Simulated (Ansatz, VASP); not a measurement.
BN in VASP and in Ansatz

```
B N
1.0
     2.60671   -0.05126   -0.08674
    -1.34774    2.23186   -0.08674
    -0.23074   -0.39967    6.88408
B N
2 2
Direct
  0.31742 0.70135 0.26291
  0.70135 0.31742 0.76291
  0.29382 0.68741 0.73709
  0.68741 0.29382 0.23709
```

Alike in both runs: task single point; functional PBE; k mesh 12 × 12 × 4; occupations gaussian, width 0.02 eV; no spin polarisation.

```csv
,VASP,Ansatz
version,VASP 6.6.1,Ansatz 0.2.0
potentials or method,"VASP PAW PBE potentials, release 64 (B, N), cutoff 520 eV","scalar-relativistic, plane waves, PAW"
valence electrons in the cell,16,16
```

Ansatz gave:

* gap on the k mesh at the Fermi level (eV): 2.21
* least direct gap on the mesh (eV): 3.29
* pressure (GPa): 2.0
* traceless stress, the component that is largest in VASP (GPa): 15.55
* rms of the force components (eV/Å): 2.948

**Question.** Estimate VASP's values.

**Answer.** gap on the k mesh at the Fermi level (eV): 2.20; least direct gap on the mesh (eV): 3.29; pressure (GPa): 1.9; traceless stress, the component that is largest in VASP (GPa): 15.61; rms of the force components (eV/Å): 2.943.

Atom by atom the forces differ by 0.010 eV/Å (rms over components). Ansatz's warnings: near symmetry operations not taken.
